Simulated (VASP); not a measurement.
V:

```xyz
1
Lattice="1.5150 1.5150 1.5150 -1.5150 1.5150 1.5150 -1.5150 -1.5150 1.5150" Properties=species:S:1:pos:R:3 pbc="T T T"
V     0.0000    0.0000    0.0000
```

```yaml
Program: VASP 6.6.1
Task: relaxation of cell and atoms
Functional: PBE
Potentials_or_basis: VASP PAW PBE potentials, release 64 (V_sv)
Cutoff: 600 eV
k_mesh: 11 × 11 × 11
Occupations: fermi-dirac, width 0.1 eV
Spin: collinear spin, ferromagnetic start
Starting_moments: "[1.5] μB"
```

At the start: pressure -5.1 GPa; volume 13.91 Å³/atom.

**Question.** How do energy, volume and symmetry change on relaxing?

**Answer.** Over 3 steps the energy falls by 6.8 meV/atom and the volume is 13.50 Å³/atom (-2.9 %); space group Im-3m (No. 229, to 0.1 Å) before and after; moment 0.00 μB per cell.

The path:
```tsv
step	energy change (eV)	largest force (eV/Å)	pressure (GPa)	volume (Å³)
1	0.0000	0.0000	-5.13	13.91
2	0.0029	0.0000	6.90	13.03
3	-0.0068	0.0000	-0.05	13.50
```

Final structure:
```cif
data_structure
_symmetry_space_group_name_H-M 'P 1'
_symmetry_Int_Tables_number 1
_cell_length_a 2.5981
_cell_length_b 2.5981
_cell_length_c 2.5981
_cell_angle_alpha 70.529
_cell_angle_beta 109.471
_cell_angle_gamma 70.529
_cell_volume 13.50
loop_
_atom_site_label
_atom_site_type_symbol
_atom_site_fract_x
_atom_site_fract_y
_atom_site_fract_z
_atom_site_occupancy
V1 V 0.00000 0.00000 0.00000 1
```
